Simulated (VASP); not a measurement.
Cs: single point with PBEsol

Cs:

```
Cs
1.0
     0.00000    3.94834    3.79040
     3.94834    0.00000    3.79040
     3.94834    3.94834    0.00000
Cs
1
Direct
  0.00000 0.00000 0.00000
```

This cell differs from its parent crystal: strain +0.000 along x and y, -0.040 along z.

```json
{"Program": "VASP 6.6.1", "Task": "single point", "Functional": "PBEsol", "Potentials or basis": "VASP PAW PBE potentials, release 64 (Cs_sv)", "Cutoff": "520 eV", "k mesh": "10 × 10 × 10", "Occupations": "gaussian, width 0.15 eV", "Spin": "no spin polarisation"}
```

```json
{
  "Pressure": "-0.2 GPa",
  "Band gap on the k mesh": "zero (an odd number of electrons rules out a gap without spin polarisation)"
}
```

Levels at points of the mesh, in eV from the Fermi level:
```
           k point  band 1  band 2  band 3  band 4  band 5  band 6  band 7  band 8  band 9  band 10
(0.00, 0.00, 0.00)  -23.85  -10.57  -10.57  -10.57   -1.64    2.42    2.42    2.54    3.40     3.63
(0.50, 0.00, 0.00)  -23.84  -10.70  -10.59  -10.58   -0.01    0.75    2.22    2.41    4.22     4.37
(0.50, 0.50, 0.00)  -23.84  -10.69  -10.62  -10.62    0.36    1.02    1.55    3.82    3.82     4.26
(0.50, 0.00, 0.50)  -23.84  -10.69  -10.62  -10.61    0.28    1.10    1.33    3.95    4.06     4.12
```

It took 2.5 min on 1 thread of AMD EPYC 7R13, with other jobs on the host, peak memory 0.28 GiB.

Caveat: the cell differs from its parent crystal (strain +0.000 along x and y, -0.040 along z); the PAW data sets were made with another functional, which shifts forces and pressure a little; spin-orbit coupling is left out, which moves the levels of the heavy elements.
